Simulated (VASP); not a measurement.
Si4Ge3, 14 atoms in the cell. It takes space group R-3 (No. 148, trigonal). The conventional cell has a = 10.227 Å, b = 10.227 Å, c = 9.477 Å, α = 90.00°, β = 90.00°, γ = 120.00°. Within 3.1 Å of Si (site symmetry 1) lie 2 Si at 2.32 to 2.33 Å and 2 Ge at 2.37 Å. Si (site symmetry 3) has 4 Si at 2.33 to 2.34 Å within 3.1 Å. Within 3.1 Å of Ge (site symmetry 1) lie 2 Si at 2.37 Å and 2 Ge at 2.43 Å. 

| Quantity | Value |
| --- | --- |
| Program | VASP 6.6.1 |
| Task | single point |
| Functional | PBE |
| Potentials or basis | VASP PAW PBE potentials, release 64 (Si, Ge_d) |
| Cutoff | 520 eV |
| k mesh | 6 × 6 × 6 |
| Occupations | gaussian, width 0.02 eV |
| Spin | no spin polarisation |
| Dipole correction | no |
| Further INCAR settings | ALGO = Normal; EDIFF = 1e-06; NBANDS = 71 |

Potentials or basis: VASP PAW PBE potentials, release 64 (Si, Ge_d).

Run with:

```console
$ cat potpaw_PBE.64/Si/POTCAR potpaw_PBE.64/Ge_d/POTCAR > POTCAR
$ mpirun -np 1 vasp_std > vasp.out
```

Hardware: 1 thread of Oxide Virtual Turin-like Processor (shared host).

Question: Estimate the wall time of this run.

Answer: Run time: 22 min on 1 thread of Oxide Virtual Turin-like Processor (shared host), peak memory 0.68 GiB. Counts: scf iterations 14, k points 40.
